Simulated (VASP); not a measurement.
Write the native input for VASP 6.6.1 that does the following.

```
Task                   : single point
Functional             : PBEsol
Potentials or basis    : VASP PAW PBE potentials, release 64 (Mn_pv, Si)
Cutoff                 : 520 eV
k mesh                 : 3 × 3 × 3
Occupations            : gaussian, width 0.05 eV
Spin                   : no spin polarisation
Hubbard terms          : Mn d U = 5.5 eV
Dipole correction      : no
Further INCAR settings : LREAL = Auto; ALGO = Normal; EDIFF = 1e-06; NBANDS = 50
```

The structure of MnSi15 lies in POSCAR:

```
MnSi15
1.0
    0.0000000000      5.4370000000      5.4370000000
    5.4370000000      0.0000000000      5.4370000000
    5.4370000000      5.4370000000      0.0000000000
Mn Si
1 15
Direct
    0.0000000000      1.0000000000      1.0000000000
    0.9996156210      0.9996156210      0.5003843790
    0.9996156210      0.5003843790      0.9996156210
    0.9996156210      0.5003843790      0.5003843790
    0.5003843790      0.9996156210      0.9996156210
    0.5003843790      0.9996156210      0.5003843790
    0.5003843790      0.5003843790      0.9996156210
    0.5000000000      0.5000000000      0.5000000000
    0.1288894793      0.1288894793      0.1288894793
    0.1288894793      0.1288894793      0.6133315620
    0.1288894793      0.6133315620      0.1288894793
    0.1256551594      0.6247816135      0.6247816135
    0.6133315620      0.1288894793      0.1288894793
    0.6247816135      0.1256551594      0.6247816135
    0.6247816135      0.6247816135      0.1256551594
    0.6247816135      0.6247816135      0.6247816135
```

One way to write it, as run:

INCAR

```
PREC = Accurate
ENCUT = 520
EDIFF = 1E-6
ISMEAR = 0
SIGMA = 0.05
LREAL = Auto
LASPH = T
NELM = 150
ALGO = Normal
ISIF = 2
LWAVE = F
LCHARG = F
LMAXMIX = 4
LDAU = T
LDAUTYPE = 2
LDAUL = 2 -1
LDAUU = 5.5 0
LDAUJ = 0 0
LDAUPRINT = 1
GGA = PS
NBANDS = 50
```

KPOINTS

```
regular mesh
0
Gamma
  3 3 3
```

Potentials or basis: VASP PAW PBE potentials, release 64 (Mn_pv, Si).

The run is started by

```console
$ cat potpaw_PBE.64/Mn_pv/POTCAR potpaw_PBE.64/Si/POTCAR > POTCAR
$ mpirun -np 1 vasp_std > vasp.out
```

Results of the run:

- Pressure: -1.3 GPa
- Largest force: 1.416 eV/Å
- Band gap on the k mesh: zero (an odd number of electrons rules out a gap without spin polarisation)

Caveat: the PAW data sets were made with another functional, which shifts forces and pressure a little; the run has no spin polarisation, though such a crystal can be magnetic; U without spin polarisation on a metal has little footing; the U is typed as a test and isn't derived for this compound.

Run time: 12 min on 1 thread of Intel(R) Xeon(R) Platinum 8259CL CPU @ 2.50GHz (Skylake/Cascade Lake), on a shared host, peak memory 0.47 GiB.
